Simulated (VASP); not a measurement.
A run of VASP 6.6.1 is set up as follows.

INCAR

```
SYSTEM = MgO
ALGO     = Normal         ! electronic algorithm
EDIFF    = 1E-6           ! SCF threshold, eV
ENCUT    = 840            ! plane-wave cutoff, eV
GGA      = PE             ! functional
GGA_COMPAT= .False.      
ISIF     = 2              ! what is computed and relaxed
ISMEAR   = -1             ! smearing method
LASPH    = .True.         ! aspherical terms in the spheres
LCHARG   = .True.         ! write CHGCAR
LELF     = .True.         ! ELF
LREAL    = .False.        ! projectors in reciprocal space
LVHAR    = .True.       
LWAVE    = .False.        ! write WAVECAR
NBANDS   = 15             ! bands
NELM     = 120            ! most SCF steps
PREC     = Accurate       ! precision mode
SIGMA    = 0.05           ! smearing width, eV
```

The input KPOINTS:

```
k-points
0
Gamma
  10 10 10
  0 0 0
```

File POSCAR:

```
MgO
1.0
    2.9956437857      0.0000000000      0.0000000000
   -1.4978218928      2.5943036191      0.0000000000
    0.0000000000      0.0000000000      2.7322360880
Mg O
1 1
Direct
    0.0000000000      0.0000000000      0.0000000000
    0.3333333333      0.6666666667      0.5000000000
```

Potentials or basis: VASP PAW PBE potentials, release 64 (Mg_sv, O).

Run with:

```bash
$ cat potpaw_PBE.64/Mg_sv/POTCAR potpaw_PBE.64/O/POTCAR > POTCAR
$ mpirun -np 1 vasp_std > vasp.out
```

Estimate the pressure.

-7.2 GPa.

Estimate the band gap on the k mesh.

2.60 eV (least direct gap 2.98 eV).

Stress tensor (GPa, compression positive):
```
-6.64  0.00  0.00
 0.00 -6.64  0.00
 0.00  0.00 -8.26
```

Caveat: the cell stands under tension. A k mesh can miss the band edges.
